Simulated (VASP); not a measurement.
# ZrC (rocksalt type) (Fm-3m) in VASP: further runs

ZrC (rocksalt type) is run at these levels: PBE; tasks: relaxation of cell and atoms, single point.

Everything below comes from runs of VASP 6.6.1. Logs are shortened: lines on timing, memory, paths and dates and some standing lists are left out, and cuts for length are marked.

## (1) The cell of the first run

It takes space group Fm-3m (No. 225, cubic). Conventional cell: a = 4.465 Å, b = 4.465 Å, c = 4.465 Å, α = 90.00°, β = 90.00°, γ = 90.00°. Within 3.0 Å of Zr (site symmetry m-3m) lie 6 C at 2.23 Å. C (site symmetry m-3m) has 6 Zr at 2.23 Å within 3.0 Å.

## (2) Relaxation of cell and atoms, PBE

Contents of INCAR:

```
  PREC = Accurate
  ENCUT = 600
  EDIFF = 1E-6
  ISMEAR = -1
  SIGMA = 0.05
  LREAL = False
  LASPH = True
  NELM = 80
  ALGO = Normal
  ISIF = 3
  LWAVE = False
  LCHARG = False
  GGA = PE
  IBRION = 2
  NSW = 100
  EDIFFG = -0.005
```

Contents of KPOINTS:

```
Automatic mesh
0
Gamma
  14 14 14
```

Contents of POSCAR:

```
ZrC
1.0
    0.0000000000      2.2322827293      2.2322827293
    2.2322827293      0.0000000000      2.2322827293
    2.2322827293      2.2322827293      0.0000000000
Zr C
1 1
Direct
    0.0000000000      0.0000000000      0.0000000000
    0.5000000000      0.5000000000      0.5000000000
```

Potentials or basis: VASP PAW PBE potentials, release 64 (Zr_sv, C).

On the command line:

```sh
$ cat potpaw_PBE.64/Zr_sv/POTCAR potpaw_PBE.64/C/POTCAR > POTCAR
$ mpirun -np 1 vasp_std > vasp.out
```

OUTCAR:

```text
PREC = Accurate
   ENCUT = 600
   EDIFF = 1E-6
   ISMEAR = -1
   LREAL = False
   LASPH = True
   NELM = 80
   ISIF = 3
   GGA = PE
   IBRION = 2
   NSW = 100
   EDIFFG = -0.005

 ion  position               nearest neighbor table
   1  0.000  0.000  0.000-   2 2.23   2 2.23   2 2.23   2 2.23   2 2.23   2 2.23
   2  0.500  0.500  0.500-   1 2.23   1 2.23   1 2.23   1 2.23   1 2.23   1 2.23

  LATTYP: Found a face centered cubic cell.
 ALAT       =     4.4645654586

  Lattice vectors:

 A1 = (   0.0000000000,   2.2322827293,   2.2322827293)
 A2 = (   2.2322827293,   0.0000000000,   2.2322827293)
 A3 = (   2.2322827293,   2.2322827293,   0.0000000000)

Analysis of symmetry for initial positions (statically):
=====================================================================
 Subroutine PRICEL returns:
 Original cell was already a primitive cell.

 Routine SETGRP: Setting up the symmetry group for a
 face centered cubic supercell.

 Subroutine GETGRP returns: Found 48 space group operations
 (whereof 48 operations were pure point group operations)
 out of a pool of 48 trial point group operations.

The static configuration has the point symmetry O_h .

Analysis of symmetry for dynamics (positions and initial velocities):
=====================================================================
 Subroutine PRICEL returns:
 Original cell was already a primitive cell.

 Routine SETGRP: Setting up the symmetry group for a
 face centered cubic supercell.

 Subroutine GETGRP returns: Found 48 space group operations
 (whereof 48 operations were pure point group operations)
 out of a pool of 48 trial point group operations.

The dynamic configuration has the point symmetry O_h .

 Subroutine INISYM returns: Found 48 space group operations
 (whereof 48 operations are pure point group operations),
 and found     1 'primitive' translations

----------------------------------------------------------------------------------------

                                     Primitive cell

  volume of cell :      22.2473

  direct lattice vectors                    reciprocal lattice vectors
     0.000000000  2.232282729  2.232282729    -0.223985964  0.223985964  0.223985964
     2.232282729  0.000000000  2.232282729     0.223985964 -0.223985964  0.223985964
     2.232282729  2.232282729  0.000000000     0.223985964  0.223985964 -0.223985964

  length of vectors
     3.156924511  3.156924511  3.156924511     0.387955071  0.387955071  0.387955071

  position of ions in fractional coordinates (direct lattice)
     0.000000000  0.000000000  0.000000000
     0.500000000  0.500000000  0.500000000

  ion indices of the primitive-cell ions
   primitive index   ion index
                 1           1
                 2           2

----------------------------------------------------------------------------------------

 KPOINTS: Automatic mesh

Automatic generation of k-mesh.
 Grid dimensions read from file:
 generate k-points for:   14   14   14

 Generating k-lattice:

  Cartesian coordinates                     Fractional coordinates (reciprocal lattice)
    -0.015998997  0.015998997  0.015998997     0.071428571  0.000000000  0.000000000
     0.015998997 -0.015998997  0.015998997     0.000000000  0.071428571  0.000000000
     0.015998997  0.015998997 -0.015998997     0.000000000  0.000000000  0.071428571

  Length of vectors
     0.027711076  0.027711076  0.027711076

  Shift w.r.t. Gamma in fractional coordinates (k-lattice)
     0.000000000  0.000000000  0.000000000

 Subroutine IBZKPT returns following result:
 ===========================================

 Found    104 irreducible k-points:

 Following reciprocal coordinates:
            Coordinates               Weight
  0.000000  0.000000  0.000000      1.000000
  0.071429  0.000000  0.000000      8.000000
  0.142857  0.000000  0.000000      8.000000
  0.214286  0.000000  0.000000      8.000000
  0.285714  0.000000  0.000000      8.000000
  0.357143  0.000000  0.000000      8.000000
[... 16 lines left out ...]
  0.214286  0.142857  0.000000     24.000000
  0.285714  0.142857  0.000000     24.000000
 [... further k-points ...]
   k-points           NKPTS =    104   k-points in BZ     NKDIM =    104   number of bands    NBANDS=     12
   number of dos      NEDOS =    301   number of ions     NIONS =      2
   total plane-waves  NPLWV =  21952
   dimension x,y,z NGX =    28 NGY =   28 NGZ =   28
   dimension x,y,z NGXF=    56 NGYF=   56 NGZF=   56
   ions per type =               1   1
   NGX,Y,Z   is equivalent  to a cutoff of  14.75, 14.75, 14.75 a.u.
   NGXF,Y,Z  is equivalent  to a cutoff of  29.49, 29.49, 29.49 a.u.
 SYSTEM =  unknown system
   PREC   = accura    normal or accurate (medium, high low for compatibility)
   ISTART =      0    job   : 0-new  1-cont  2-samecut
   ICHARG =      2    charge: 1-file 2-atom 10-const
   ISPIN  =      1    spin polarized calculation?
   LNONCOLLINEAR =      F non collinear calculations
   LSORBIT =      F    spin-orbit coupling
   LASPH  =      T    aspherical Exc in radial PAW
   ENCUT  =  600.0 eV  44.10 Ry    6.64 a.u.   6.31  6.31  6.31*2*pi/ulx,y,z
   NELM   =     80;   NELMIN=  2; NELMDL= -5     # of ELM steps
   EDIFF  = 0.1E-05   stopping-criterion for ELM
   LREAL  =      F    real-space projection
   EDIFFG = -.5E-02   stopping-criterion for IOM
   NSW    =    100    number of steps for IOM
   IBRION =      2    ionic relax: 0-MD 1-quasi-New 2-CG
   NFREE  =      1    steps in history (QN), initial steepest desc. (CG)
   ISIF   =      3    stress and relaxation
   ISYM   =      2    0-nonsym 1-usesym 2-fastsym
   POTIM  = 0.5000    time-step for ionic-motion
   TEBEG  =    0.0;   TEEND  =   0.0 temperature during run
   PSTRESS=    0.0 pullay stress
   NELECT =      16.0000    total number of electrons
   NUPDOWN=      -1.0000    fix difference up-down
   EMIN   =  10.00;   EMAX   =-10.00  energy-range for DOS
   EFERMI =   0.00;   METHOD = LEGACY
   ISMEAR =    -1;   SIGMA  =   0.05  broadening in eV -4-tet -1-fermi 0-gaus
   EFERMI_NEDOS =   21; number of points for ismear=-14 and -15
   IALGO  =     38    algorithm
   IMIX   =      4    mixing-type and parameters
     AMIX     =   0.40;   BMIX     =  1.00
     AMIX_MAG =   1.60;   BMIX_MAG =  1.00
  volume/ion in A,a.u.               =      11.12        75.07
  Fermi-wavevector in a.u.,A,eV,Ry     =   1.466748  2.771753 29.270906  2.151351
  Thomas-Fermi vector in A             =   2.582449
   LORBIT       =      0    0 simple, 1 ext, 2 COOP (PROOUT), +10 PAW based schemes
   GGA     = PE    functional components
   LHFCALC =     F    Hartree Fock is set to
   AEXX    =    0.0000 exact exchange contribution
   IVDW    =     0    specifies the selected vdW correction
   LEPSILON=     F    determine dielectric tensor
   LRPA    =     F    only Hartree local field effects (RPA)
 conjugate gradient relaxation of ions
 non-spin polarized calculation
  energy-cutoff  :      600.00
  volume of cell :       22.25
 maximum number of plane-waves:       757
 NGX is ok and might be reduce to    28
   NGX = 13   NGY = 13   NGZ = 13

--------------------------------------- Ionic step        1  -------------------------------------------

 number of electron      16.0000000 magnetization

 Free energy of the ion-electron system (eV)
  ---------------------------------------------------
  ext. energy  EPLUGINS =         0.00000000
  ---------------------------------------------------
  free energy    TOTEN  =       -18.93994811 eV

  energy without entropy =      -18.93755418  energy(sigma->0) =      -18.93875115

 E-fermi :  11.5350     XC(G=0): -12.9164

 val. band max:       11.5070672387   @ k =   0.3571   0.2857   0.0000
 cond. band min:      11.5548663738   @ k =   0.2857   0.2143   0.0000
 fundamental gap:      0.0477991351
 Fermi energy:        11.5350139446

 k-point     1 :       0.0000    0.0000    0.0000
  band No.  band energies     occupation
      1     -36.0502      2.00000
      2     -13.6095      2.00000
      3     -13.6095      2.00000
      4     -13.6095      2.00000
      5      -0.3068      2.00000
      6      12.4643      0.00000
      7      12.4643      0.00000
      8      12.4643      0.00000
      9      12.6149      0.00000
     10      12.6149      0.00000
     11      12.6149      0.00000
     12      14.7598      0.00000
[... 331 lines left out ...]
 k-point    24 :       0.2857    0.1429    0.0000
  band No.  band energies     occupation
      1     -35.9308      2.00000
      2     -14.3567      2.00000
      3     -13.7823      2.00000
      4     -13.7573      2.00000
      5       1.3286      2.00000
      6       7.8763      2.00000
      7       9.6531      2.00000
      8      10.2015      2.00000
      9      12.4662      0.00000
     10      15.5843      0.00000
     11      16.1025      0.00000
     12      17.7132      0.00000

 [... further k-points ...]
[... 5 lines left out ...]
  --------------------------------------------------------------------------------------
  -------------------------------------------------------------------------------------
  Total        6.8287293      6.8287293      6.8287293      0.0000000      0.0000000     -0.0000000
  in kB      491.7822944    491.7822944    491.7822944      0.0000000      0.0000000     -0.0000000
  external PRESSURE =     491.7822944 kB  Pullay stress =       0.0000000 kB
[... 89 lines left out ...]
  FREE ENERGIE OF THE ION-ELECTRON SYSTEM (eV)
  ---------------------------------------------------
  free  energy   TOTEN  =       -19.4566839670 eV

  energy  without entropy=      -19.4542326209  energy(sigma->0) =      -19.45545829

[... ionic steps 4 to 18 ...]

--------------------------------------- Ionic step       19  -------------------------------------------

 number of electron      16.0000000 magnetization

------------------------ aborting loop because EDIFF is reached ----------------------------------------
[... 67 lines left out ...]
--------------------------------------- Ionic step       21  -------------------------------------------

 number of electron      16.0000000 magnetization

 Free energy of the ion-electron system (eV)
  ---------------------------------------------------
  ext. energy  EPLUGINS =         0.00000000
  ---------------------------------------------------
  free energy    TOTEN  =       -19.46033641 eV

  energy without entropy =      -19.45790493  energy(sigma->0) =      -19.45912067

 E-fermi :   9.5478     XC(G=0): -12.1031

 val. band max:        9.5155628212   @ k =   0.4286   0.4286   0.0000
 cond. band min:       9.5489068854   @ k =   0.3571   0.2857   0.0000
 fundamental gap:      0.0333440642
 Fermi energy:         9.5478327436

 k-point     1 :       0.0000    0.0000    0.0000
  band No.  band energies     occupation
      1     -38.5868      2.00000
      2     -16.3011      2.00000
      3     -16.3011      2.00000
      4     -16.3011      2.00000
      5      -1.7427      2.00000
      6      10.4755      0.00000
      7      10.4755      0.00000
      8      10.4755      0.00000
      9      10.6343      0.00000
     10      10.6343      0.00000
     11      10.6343      0.00000
     12      12.3369      0.00000
[... 331 lines left out ...]
 k-point    24 :       0.2857    0.1429    0.0000
  band No.  band energies     occupation
      1     -38.5284      2.00000
      2     -16.7181      2.00000
      3     -16.4013      2.00000
      4     -16.3875      2.00000
      5      -0.4446      2.00000
      6       6.3921      2.00000
      7       7.9666      2.00000
      8       8.4549      2.00000
      9      10.5159      0.00000
     10      13.0278      0.00000
     11      13.4979      0.00000
     12      14.8282      0.00000

 [... further k-points ...]
[... 5 lines left out ...]
  --------------------------------------------------------------------------------------
  -------------------------------------------------------------------------------------
  Total        0.0088715      0.0088715      0.0088715     -0.0000000      0.0000000      0.0000000
  in kB        0.5441262      0.5441262      0.5441262     -0.0000000      0.0000000      0.0000000
  external PRESSURE =       0.5441262 kB  Pullay stress =       0.0000000 kB
[... 17 lines left out ...]
  FREE ENERGIE OF THE ION-ELECTRON SYSTEM (eV)
  ---------------------------------------------------
  free  energy   TOTEN  =       -19.4603364081 eV

  energy  without entropy=      -19.4579049320  energy(sigma->0) =      -19.45912067

 reached required accuracy - stopping structural energy minimisation
```

It took 2.8 min on 1 thread of Intel Xeon 6975P-C (Granite Rapids), shared host; peak memory 0.2 GiB.

What came out:

- Free energy: -19.4603 eV
- Relaxed volume: 13.06 Å³/atom
- Relaxed cell: a = 3.330 Å, b = 3.330 Å, c = 3.330 Å, α = 60.00°, β = 60.00°, γ = 60.00°
- Space group after relaxing (to 0.05 Å): Fm-3m (No. 225)
- Energy gained by relaxing: 260.2 meV/atom
- Ionic steps: 21
- Pressure after relaxing: 0.1 GPa
- Band gap on the k mesh: zero (band 8 reaches 10.48 eV, above the bottom of band 9 at 9.20 eV)

Step by step:
| step | energy change (eV) | largest force (eV/Å) | pressure (GPa) | volume (Å³) |
| --- | --- | --- | --- | --- |
| 1 | 0.0000 | 0.0000 | 49.18 | 22.25 |
| 2 | 0.7769 | 0.0000 | -35.77 | 35.15 |
| 3 | -0.5167 | 0.0000 | -3.07 | 26.50 |
| 4 | -0.5203 | 0.0000 | -0.54 | 26.19 |
| 5 | -0.5204 | 0.0000 | 0.13 | 26.11 |
| 6 | -0.5204 | 0.0000 | 0.15 | 26.11 |
| 7 | -0.5204 | 0.0000 | 0.16 | 26.11 |
| 8 | -0.5204 | 0.0000 | 0.15 | 26.11 |
| 9 | -0.5204 | 0.0000 | 0.15 | 26.11 |
| 10 | -0.5204 | 0.0000 | 0.15 | 26.11 |
| 11 | -0.5204 | 0.0000 | 0.15 | 26.11 |
| 12 | -0.5204 | 0.0000 | 0.15 | 26.11 |
| 13 | -0.5204 | 0.0000 | 0.15 | 26.11 |
| 14 | -0.5204 | 0.0000 | 0.15 | 26.11 |
| 15 | -0.5204 | 0.0000 | 0.15 | 26.11 |
| 16 | -0.5204 | 0.0000 | 0.15 | 26.11 |
| 17 | -0.5204 | 0.0000 | 0.15 | 26.11 |
| 18 | -0.5204 | 0.0000 | 0.16 | 26.11 |
| 19 | -0.5204 | 0.0000 | 0.16 | 26.11 |
| 20 | -0.5204 | 0.0000 | 0.11 | 26.11 |
| 21 | -0.5204 | 0.0000 | 0.05 | 26.12 |

Final structure:
```
Zr C
1.0
     0.00000    2.35501    2.35501
     2.35501    0.00000    2.35501
     2.35501    2.35501    0.00000
Zr C
1 1
Cartesian
  2.3550 0.0000 2.3550
  2.3550 2.3550 2.3550
```

Levels at points of the mesh, in eV from the Fermi level:
```
           k point  band 6  band 7  band 8  band 9  band 10  band 11
(0.00, 0.00, 0.00)    0.93    0.93    0.93    1.09     1.09     1.09
(0.50, 0.00, 0.00)   -5.28   -2.92   -2.92    4.46     4.46     5.29
(0.50, 0.50, 0.00)   -2.08   -1.75    0.05    0.05     4.41     5.61
```

Caveat: the volume moved by over 15 % at a fixed basis, so the end points are rough.

## (3) Single point, PBE

This run uses another cell than the first one, of 13.05 Å³/atom, 1.173 times its volume.

Contents of INCAR:

```
SYSTEM = ZrC
ALGO     = Normal         ! electronic algorithm
EDIFF    = 1E-6           ! SCF threshold, eV
ENCUT    = 520            ! plane-wave cutoff, eV
GGA      = PE             ! functional
ISIF     = 2              ! what is computed and relaxed
ISMEAR   = -1             ! smearing method
LASPH    = .TRUE.         ! aspherical terms in the spheres
LCHARG   = .FALSE.        ! write CHGCAR
LREAL    = .FALSE.        ! projectors in reciprocal space
LWAVE    = .FALSE.        ! write WAVECAR
NBANDS   = 15             ! bands
NELM     = 100            ! most SCF steps
PREC     = Accurate       ! precision mode
SIGMA    = 0.05           ! smearing width, eV
```

Contents of KPOINTS:

```
k-points
0
G
  14 14 14
  0 0 0
```

Contents of POSCAR:

```
ZrC
1.0
    0.0000000000      2.3543090120      2.3543090120
    2.3543090120      0.0000000000      2.3543090120
    2.3543090120      2.3543090120      0.0000000000
Zr C
1 1
Direct
    0.0000000000      0.0000000000      0.0000000000
    0.5000000000      0.5000000000      0.5000000000
```

Potentials or basis: VASP PAW PBE potentials, release 64 (Zr_sv, C).

On the command line:

```sh
$ cat potpaw_PBE.64/Zr_sv/POTCAR potpaw_PBE.64/C/POTCAR > POTCAR
$ mpirun -np 1 vasp_std > vasp.out
```

Run time: 26 s. Hardware: 1 thread of Intel Xeon 6975P-C (Granite Rapids), shared host; peak memory 0.18 GiB.

It converged, with:

| Quantity | Value |
| --- | --- |
| Free energy | -19.4631 eV |
| Pressure | 0.3 GPa |
| Band gap on the k mesh | zero (band 8 reaches 10.49 eV, above the bottom of band 9 at 9.21 eV) |

Levels at points of the mesh, in eV from the Fermi level:
```tsv
k point	band 5	band 6	band 7	band 8	band 9	band 10	band 11	band 12
(0.00, 0.00, 0.00)	-11.29	0.93	0.93	0.93	1.09	1.09	1.09	2.79
(0.50, 0.00, 0.00)	-8.25	-5.28	-2.92	-2.92	4.47	4.47	5.29	6.50
(0.50, 0.50, 0.00)	-10.13	-2.07	-1.75	0.05	0.05	4.42	5.62	5.62
```

[end of part 1 of 2]
